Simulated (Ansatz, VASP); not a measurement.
## Pd in VASP and in Ansatz

```
CELL_PARAMETERS angstrom
0.00000 1.95677 1.95677
1.95677 0.00000 1.95677
1.95677 1.95677 0.00000
ATOMIC_POSITIONS crystal
Pd 0.00000 0.00000 0.00000
```

Alike in both runs: task single point; functional r2SCAN; k mesh 14 × 14 × 14; occupations gaussian, width 1 eV; collinear spin.

|  | VASP | Ansatz |
| --- | --- | --- |
| version | VASP 6.6.1 | Ansatz 0.2.0 |
| potentials or method | VASP PAW PBE potentials, release 64 (Pd), cutoff 520 eV | plane waves (500 eV) with PAW, scalar-relativistic |
| valence electrons in the cell | 10 | 18 |

```tsv
	VASP	Ansatz	Ansatz less VASP
pressure (GPa)	2.4	1.7	-0.66
net moment per atom (μB)	0.00	0.00	0.000
```

VASP's potentials were made for PBE, not for r2SCAN. With one functional, cell and mesh, what is left measures potentials, basis and numerics. VASP's potentials hold 10 valence electrons a cell and Ansatz's 18, so a difference there can come from the potentials and not from the codes. Ansatz's warnings: seeded moment not kept, stability check not made.
